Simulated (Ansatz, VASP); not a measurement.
Ni in VASP and in Ansatz

INCAR

```
SYSTEM = Ni
PREC = Accurate
ENCUT = 520
EDIFF = 1E-7
ISMEAR = -1
SIGMA = 0.1
LREAL = .FALSE.
LASPH = .TRUE.
NELM = 60
ALGO = Normal
ISIF = 2
LWAVE = .FALSE.
LCHARG = .FALSE.
GGA = CA
NBANDS = 17
```

File KPOINTS:

```
Automatic mesh
0
G
  17 17 9
  0 0 0
```

POSCAR

```
Ni
1.0
    2.4789977138      0.0000000000      0.0000000000
   -1.2394988569      2.1468749961      0.0000000000
    0.0000000000      0.0000000000      4.0764078532
Ni
2
Direct
    0.3333333333      0.6666666667      0.2500000000
    0.6666666667      0.3333333333      0.7500000000
```

Input for Ansatz:

```yaml
crystal:
  lattice:
    - [2.4789977138, 0.0, 0.0]
    - [-1.2394988569, 2.1468749961, 0.0]
    - [0.0, 0.0, 4.0764078532]
  atoms:
    - { symbol: Ni, position: [0.3333333333, 0.6666666667, 0.25] }
    - { symbol: Ni, position: [0.6666666667, 0.3333333333, 0.75] }
hamiltonian:
  xc: lda
  pseudopotentials:
    kind: paw
    azcp:
      Ni: "pseudopotentials/Ni.paw.azcp"
basis:
  ecutwfc: 420
  fft_grid_basis: typed
kpoints:
  mp_grid: { grid: [17, 17, 9], shift: [0, 0, 0] }
magnetization:
  spin_polarized: false
scf:
  occupations: { method: fermi_dirac, width: 0.1 }
  lower_state_search: "off"
output:
  stress: true
  write_density: true
  write_potential: true
  elf: true
  volumetric_format: npy
```

Alike in both runs: task single point; functional LDA; k mesh 17 × 17 × 9; occupations fermi-dirac, width 0.1 eV; no spin polarisation.

|  | VASP | Ansatz |
| --- | --- | --- |
| version | VASP 6.6.1 | Ansatz 0.2.0 |
| potentials or method | VASP PAW LDA potentials, release 64 (Ni), cutoff 520 eV | plane waves (420 eV) with PAW, scalar-relativistic |
| valence electrons in the cell | 20 | 36 |

```csv
,VASP,Ansatz,Ansatz less VASP
pressure (GPa),-16.0,-16.2,-0.20
```

Ansatz warns that its potentials were made for another functional, while VASP's fit it. LDA's correlation is that of Perdew and Zunger in VASP and of Perdew and Wang (1992) in Ansatz. VASP's potentials hold 20 valence electrons a cell and Ansatz's 36, so a difference there can come from the potentials and not from the codes.
